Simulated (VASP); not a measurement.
# Ni (Im-3m) in VASP: notebook, part 2 of 2

VASP 6.6.1. The steps go on from the part before.

## Step 3: Single point, PBE, collinear spin, ferromagnetic start

This run uses another cell than the first one: it holds 2 atoms, not 1.

INCAR

```
SYSTEM = Ni
PREC = Accurate
ENCUT = 520
EDIFF = 1E-7
ISMEAR = -1
SIGMA = 0.1
LREAL = .FALSE.
LASPH = .TRUE.
NELM = 150
ALGO = Normal
ISIF = 2
LWAVE = .FALSE.
LCHARG = .FALSE.
ISPIN = 2
MAGMOM = 0.582 0.582
LORBIT = 11
LMAXMIX = 4
GGA = PE
NBANDS = 21
```

KPOINTS

```
Automatic mesh
0
G
  6 6 6
  0 0 0
```

POSCAR

```
Ni
1.0
    2.7926050183      0.0000000000      0.0000000000
    0.0000000000      2.7926050183      0.0000000000
    0.0000000000      0.0000000000      2.7926050183
Ni
2
Direct
    0.0000000000      0.0000000000      0.0000000000
    0.5000000000      0.5000000000      0.5000000000
```

Potentials or basis: VASP PAW PBE potentials, release 64 (Ni).

On the command line:

```bash
cat potpaw_PBE.64/Ni/POTCAR > POTCAR
mpirun -np 1 vasp_std > vasp.out
```

OUTCAR:

```text
SYSTEM = Ni
   PREC = Accurate
   ENCUT = 520
   EDIFF = 1E-7
   ISMEAR = -1
   LREAL = .FALSE.
   LASPH = .TRUE.
   NELM = 150
   ISIF = 2
   ISPIN = 2
   LORBIT = 11
   GGA = PE

 ion  position               nearest neighbor table
   1  0.000  0.000  0.000-   2 2.42   2 2.42   2 2.42   2 2.42   2 2.42   2 2.42   2 2.42   2 2.42

   2  0.500  0.500  0.500-   1 2.42   1 2.42   1 2.42   1 2.42   1 2.42   1 2.42   1 2.42   1 2.42

  LATTYP: Found a simple cubic cell.
 ALAT       =     2.7926050183

  Lattice vectors:

 A1 = (   2.7926050183,   0.0000000000,   0.0000000000)
 A2 = (   0.0000000000,   2.7926050183,   0.0000000000)
 A3 = (   0.0000000000,   0.0000000000,   2.7926050183)

Analysis of symmetry for initial positions (statically):
=====================================================================
 Subroutine PRICEL returns following result:

  LATTYP: Found a body centered cubic cell.
 ALAT       =     2.7926050183
[... 12 lines left out ...]
 Subroutine GETGRP returns: Found 48 space group operations
 (whereof 48 operations were pure point group operations)
 out of a pool of 48 trial point group operations.

The static configuration has the point symmetry O_h .

Analysis of symmetry for dynamics (positions and initial velocities):
=====================================================================
 Subroutine PRICEL returns following result:

  LATTYP: Found a body centered cubic cell.
 ALAT       =     2.7926050183
[... 12 lines left out ...]
 Subroutine GETGRP returns: Found 48 space group operations
 (whereof 48 operations were pure point group operations)
 out of a pool of 48 trial point group operations.

The dynamic configuration has the point symmetry O_h .

Analysis of structural, dynamic, and magnetic symmetry:
=====================================================================
 Subroutine PRICEL returns following result:

  LATTYP: Found a body centered cubic cell.
 ALAT       =     2.7926050183
[... 12 lines left out ...]
 Subroutine GETGRP returns: Found 48 space group operations
 (whereof 48 operations were pure point group operations)
 out of a pool of 48 trial point group operations.

The overall configuration has the point symmetry O_h .

 Subroutine INISYM returns: Found 48 space group operations
 (whereof 48 operations are pure point group operations),
 and found     2 'primitive' translations

----------------------------------------------------------------------------------------

                                     Primitive cell

  volume of cell :      10.8893

  direct lattice vectors                    reciprocal lattice vectors
     1.396302509  1.396302509 -1.396302509     0.358088592  0.358088592  0.000000000
    -1.396302509  1.396302509  1.396302509    -0.000000000  0.358088592  0.358088592
     1.396302509 -1.396302509  1.396302509     0.358088592  0.000000000  0.358088592

  length of vectors
     2.418466889  2.418466889  2.418466889     0.506413744  0.506413744  0.506413744

  position of ions in fractional coordinates (direct lattice)
     0.000000000  0.000000000  0.000000000

  ion indices of the primitive-cell ions
   primitive index   ion index
                 1           1

----------------------------------------------------------------------------------------

 KPOINTS: Automatic mesh

Automatic generation of k-mesh.
[... 54 lines left out ...]
   ICHARG =      2    charge: 1-file 2-atom 10-const
   ISPIN  =      2    spin polarized calculation?
   LNONCOLLINEAR =      F non collinear calculations
   LSORBIT =      F    spin-orbit coupling
   LASPH  =      T    aspherical Exc in radial PAW
   ENCUT  =  520.0 eV  38.22 Ry    6.18 a.u.   5.19  5.19  5.19*2*pi/ulx,y,z
   NELM   =    150;   NELMIN=  2; NELMDL= -5     # of ELM steps
   EDIFF  = 0.1E-06   stopping-criterion for ELM
   LREAL  =      F    real-space projection
   EDIFFG = 0.1E-05   stopping-criterion for IOM
   NSW    =      0    number of steps for IOM
   IBRION =     -1    ionic relax: 0-MD 1-quasi-New 2-CG
   NFREE  =      0    steps in history (QN), initial steepest desc. (CG)
   ISIF   =      2    stress and relaxation
   ISYM   =      2    0-nonsym 1-usesym 2-fastsym
   POTIM  = 0.5000    time-step for ionic-motion
   TEBEG  =    0.0;   TEEND  =   0.0 temperature during run
   PSTRESS=    0.0 pullay stress
   NELECT =      20.0000    total number of electrons
   NUPDOWN=      -1.0000    fix difference up-down
   EMIN   =  10.00;   EMAX   =-10.00  energy-range for DOS
   EFERMI =   0.00;   METHOD = LEGACY
   ISMEAR =    -1;   SIGMA  =   0.10  broadening in eV -4-tet -1-fermi 0-gaus
   EFERMI_NEDOS =   21; number of points for ismear=-14 and -15
   IALGO  =     38    algorithm
   IMIX   =      4    mixing-type and parameters
     AMIX     =   0.40;   BMIX     =  1.00
     AMIX_MAG =   1.60;   BMIX_MAG =  1.00
  volume/ion in A,a.u.               =      10.89        73.48
  Fermi-wavevector in a.u.,A,eV,Ry     =   1.591263  3.007051 34.451559  2.532118
  Thomas-Fermi vector in A             =   2.689830
   LORBIT       =     11    0 simple, 1 ext, 2 COOP (PROOUT), +10 PAW based schemes
   GGA     = PE    functional components
   LHFCALC =     F    Hartree Fock is set to
   AEXX    =    0.0000 exact exchange contribution
   IVDW    =     0    specifies the selected vdW correction
   LEPSILON=     F    determine dielectric tensor
   LRPA    =     F    only Hartree local field effects (RPA)
 spin polarized calculation
  energy-cutoff  :      520.00
  volume of cell :       21.78
 maximum number of plane-waves:       624
 NGX is ok and might be reduce to    24

 number of electron      19.9999973 magnetization       0.3757913

 Free energy of the ion-electron system (eV)
  ---------------------------------------------------
  ext. energy  EPLUGINS =         0.00000000
  ---------------------------------------------------
  free energy    TOTEN  =       -10.79162626 eV

  energy without entropy =      -10.67667218  energy(sigma->0) =      -10.73414922

 E-fermi :   9.2454     XC(G=0): -13.2409

 val. band max:        9.2022331540   @ k =   0.1667   0.1667   0.1667
 cond. band min:       9.2456487330   @ k =   0.0000   0.0000   0.0000
 fundamental gap:      0.0434155790
 Fermi energy:         9.2453744196

 spin component 1

 k-point     1 :       0.0000    0.0000    0.0000
  band No.  band energies     occupation
      1       0.3563      1.00000
      2       5.2077      1.00000
      3       5.2077      1.00000
      4       7.2008      1.00000
      5       7.2008      1.00000
      6       7.2008      1.00000
[... 469 lines left out ...]
     20      50.0138      0.00000
     21      50.0138      0.00000
 Fermi energy:         9.2453744196

 spin component 2

 k-point     1 :       0.0000    0.0000    0.0000
  band No.  band energies     occupation
      1       0.3443      1.00000
      2       5.3108      1.00000
      3       5.3108      1.00000
      4       7.4379      1.00000
      5       7.4379      1.00000
      6       7.4379      1.00000
[... 469 lines left out ...]
     20      49.9735      0.00000
     21      49.9736      0.00000

------------------------ aborting loop because EDIFF is reached ----------------------------------------

  FORCE on cell =-STRESS in cart. coord.  units (eV):
  Direction    XX          YY          ZZ          XY          YZ          ZX
  --------------------------------------------------------------------------------------
  -------------------------------------------------------------------------------------
  Total        0.1120752      0.1120752      0.1120752     -0.0000000      0.0000000     -0.0000000
  in kB        8.2450169      8.2450169      8.2450169     -0.0000000      0.0000000     -0.0000000
  external PRESSURE =       8.2450169 kB  Pullay stress =       0.0000000 kB

 VOLUME and BASIS-vectors are now :
 -----------------------------------------------------------------------------
  energy-cutoff  :      520.00
  volume of cell :       21.78
      direct lattice vectors                 reciprocal lattice vectors
     2.792605018  0.000000000  0.000000000     0.358088592  0.000000000  0.000000000
     0.000000000  2.792605018  0.000000000     0.000000000  0.358088592  0.000000000
     0.000000000  0.000000000  2.792605018     0.000000000  0.000000000  0.358088592

 POSITION                                       TOTAL-FORCE (eV/Angst)
 -----------------------------------------------------------------------------------
      0.00000      0.00000      0.00000         0.000000      0.000000      0.000000
      1.39630      1.39630      1.39630        -0.000000     -0.000000     -0.000000
 -----------------------------------------------------------------------------------
    total drift:                                0.000000      0.000000     -0.000000

  FREE ENERGIE OF THE ION-ELECTRON SYSTEM (eV)
  ---------------------------------------------------
  free  energy   TOTEN  =       -10.7916262550 eV

  energy  without entropy=      -10.6766721796  energy(sigma->0) =      -10.73414922

 total charge

# of ion       s       p       d       tot
------------------------------------------
    1        0.489   0.480   8.348   9.316
    2        0.489   0.480   8.348   9.316
--------------------------------------------------
tot          0.977   0.960  16.696  18.633

 magnetization (x)

# of ion       s       p       d       tot
------------------------------------------
    1       -0.003  -0.008   0.202   0.192
    2       -0.003  -0.008   0.202   0.192
--------------------------------------------------
tot         -0.006  -0.015   0.405   0.383
```

stdout:

```text
POSCAR found type information on POSCAR Ni
 POSCAR found :  1 types and       2 ions
 scaLAPACK will be used
 LDA part: xc-table for (Slater+PW92), standard interpolation
 POSCAR, INCAR and KPOINTS ok, starting setup
 FFT: planning ... GRIDC
 FFT: planning ... GRID_SOFT
 FFT: planning ... GRID
 WAVECAR not read
 entering main loop
```

It took 45 s on 1 thread of Intel Xeon Platinum 8375C at 2.90GHz (Ice Lake), shared host; peak memory 0.15 GiB.

Results:

* Free energy: -10.7916 eV
* Pressure: 0.8 GPa
* Net moment: 0.38 μB per cell
* Site moments: Ni +0.19 μB
* Valence electrons inside the program's atomic spheres: Ni 9.32

Caveat: the k points lie up to 0.37 Å⁻¹ apart.

## Step 4: Single point, PBE

This run uses another cell than the first one, of 10.93 Å³/atom, 0.995 times its volume.

INCAR

```
  PREC = Accurate
  ENCUT = 520
  EDIFF = 1E-7
  ISMEAR = -1
  SIGMA = 0.1
  LREAL = False
  LASPH = True
  NELM = 80
  ALGO = Normal
  ISIF = 2
  LWAVE = False
  LCHARG = False
  GGA = PE
  NBANDS = 11
```

KPOINTS

```
Automatic mesh
0
Gamma
  16 16 16
```

POSCAR

```
Ni
1.0
   -1.3978407033      1.3978407033      1.3978407033
    1.3978407033     -1.3978407033      1.3978407033
    1.3978407033      1.3978407033     -1.3978407033
Ni
1
Direct
    0.0000000000      0.0000000000      0.0000000000
```

On the command line:

```bash
cat potpaw_PBE.64/Ni/POTCAR > POTCAR
mpirun -np 1 vasp_std > vasp.out
```

Run time: 19 s. Hardware: 1 thread of Intel Xeon 8259CL, shared host; peak memory 0.13 GiB.

It converged, with:

* Free energy: -5.3935 eV
* Pressure: 0.0 GPa
* Band gap on the k mesh: zero (band 5 reaches 9.50 eV, above the bottom of band 6 at 8.49 eV)

Levels at points of the mesh, in eV from the Fermi level:
```csv
k point,band 1,band 2,band 3,band 4,band 5,band 6,band 7,band 8,band 9,band 10
"(0.00, 0.00, 0.00)",-8.80,-1.89,-1.89,-1.89,-0.57,-0.57,26.43,26.43,26.43,31.31
"(0.50, 0.00, 0.00)",-4.34,-2.83,-0.62,-0.41,0.33,0.38,6.68,19.11,20.09,23.85
"(0.50, 0.50, 0.50)",-3.92,-3.92,0.16,0.16,0.16,9.84,9.84,9.84,15.74,15.74
```

Caveat: the run has no spin polarisation, though such a crystal can be magnetic.

## Step 5: Relaxation of cell and atoms, PBE

This run uses another cell than the first one, of 10.94 Å³/atom, 0.996 times its volume.

INCAR

```
PREC = Accurate
ENCUT = 600
EDIFF = 1E-6
ISMEAR = -1
SIGMA = 0.1
LREAL = F
LASPH = T
NELM = 100
ALGO = Normal
ISIF = 3
LWAVE = F
LCHARG = F
GGA = PE
IBRION = 2
NSW = 80
EDIFFG = -0.01
```

KPOINTS is that of step 4.

POSCAR

```
Ni
1.0
   -1.3984527048      1.3984527048      1.3984527048
    1.3984527048     -1.3984527048      1.3984527048
    1.3984527048      1.3984527048     -1.3984527048
Ni
1
Direct
    0.0000000000      0.0000000000      0.0000000000
```

On the command line:

```bash
cat potpaw_PBE.64/Ni/POTCAR > POTCAR
mpirun -np 1 vasp_std > vasp.out
```

It took 34 s on 1 thread of Intel Xeon 8259CL, shared host; peak memory 0.14 GiB.

It converged, with:

| Item | Value |
| --- | --- |
| Free energy | -5.3932 eV |
| Relaxed volume | 10.92 Å³/atom |
| Relaxed cell | a = 2.421 Å, b = 2.421 Å, c = 2.421 Å, α = 109.47°, β = 109.47°, γ = 109.47° |
| Space group after relaxing (to 0.05 Å) | Im-3m (No. 229) |
| Energy gained by relaxing | 0.0 meV/atom |
| Ionic steps | 3 |
| Pressure after relaxing | 0.0 GPa |
| Band gap on the k mesh | zero (band 5 reaches 9.51 eV, above the bottom of band 6 at 8.50 eV) |

Final structure:
```
Ni
1.0
    -1.39752    1.39752    1.39752
     1.39752   -1.39752    1.39752
     1.39752    1.39752   -1.39752
Ni
1
Direct
  0.00000 0.00000 0.00000
```

Levels at points of the mesh, in eV from the Fermi level:
| k point | band 3 | band 4 | band 5 | band 6 | band 7 | band 8 |
| --- | --- | --- | --- | --- | --- | --- |
| (0.00, 0.00, 0.00) | -1.89 | -1.89 | -0.57 | -0.57 | 26.44 | 26.44 |
| (0.50, 0.00, 0.00) | -0.62 | -0.42 | 0.33 | 0.38 | 6.69 | 19.11 |
| (0.50, 0.50, 0.50) | 0.16 | 0.16 | 0.16 | 9.84 | 9.84 | 9.84 |

Caveat: the run has no spin polarisation, though such a crystal can be magnetic.

## Step 6: The runs side by side

```csv
task,spin,cell,k mesh,cutoff (eV),gap on the mesh (eV),pressure (GPa),moment (μB)
single point,"collinear, ferromagnetic start","a = 2.425 Å, angles 109.5°, 1 atom",8 × 8 × 8,520,none,0.6,0.56
single point,"collinear, ferromagnetic start","a = 2.793 Å, 2 atoms",6 × 6 × 6,520,none,0.8,0.38
single point,off,"a = 2.421 Å, angles 109.5°, 1 atom",16 × 16 × 16,520,none,0.0,-
relaxation of cell and atoms,off,"relaxed from a = 2.422 Å, angles 109.5°, 1 atom",16 × 16 × 16,600,none,0.0,-
```

Alike in all rows: level PBE; potentials or basis VASP PAW PBE potentials, release 64 (Ni); smearing fermi-dirac 0.1 eV.

Caveats: some runs use coarse meshes.

Absolute energies hang on the potentials; compare differences alone.
